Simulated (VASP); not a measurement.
Set up this calculation in VASP 6.6.1, as the native input.

```
Task                   : single point
Functional             : LDA
Potentials or basis    : VASP PAW LDA potentials, release 64 (Cd)
Cutoff                 : 520 eV
k mesh                 : 10 × 10 × 10
Occupations            : fermi-dirac, width 0.01 eV
Spin                   : no spin polarisation
Dipole correction      : no
Further INCAR settings : ALGO = Fast; EDIFF = 1e-06; NBANDS = 12
```

The structure of Cd lies in POSCAR:

```
Cd
1.0
    1.6080291515      0.9283960635      2.4492874100
   -1.6080291515      0.9283960635      2.4492874100
    0.0000000000     -1.8567921270      2.4492874100
Cd
1
Direct
    0.0000000000      0.0000000000      0.0000000000
```

These files were run (other wordings do the same):

INCAR

```
SYSTEM = Cd
PREC = Accurate ; ENCUT = 520
EDIFF = 1E-6 ; ISMEAR = -1
SIGMA = 0.01 ; LREAL = .False.
LASPH = .True. ; NELM = 80
ALGO = Fast ; ISIF = 2
LWAVE = .False. ; LCHARG = .True.
GGA = CA ; LELF = .True.
LVHAR = .True. ; NBANDS = 12
```

KPOINTS

```
Automatic mesh
0
Gamma
  10 10 10
  0 0 0
```

Potentials or basis: VASP PAW LDA potentials, release 64 (Cd).

Run with:

```console
$ cat potpaw_LDA.64/Cd/POTCAR > POTCAR
$ mpirun -np 1 vasp_std > vasp.out
```

It gave:

```
Pressure               : -4.4 GPa
Band gap on the k mesh : zero (band 6 reaches 3.85 eV, above the bottom of band 7 at 0.90 eV)
```

Wall time 8 s on 1 thread of Intel(R) Xeon(R) 6975P-C (Granite Rapids), with other jobs on the host, peak memory 0.14 GiB.
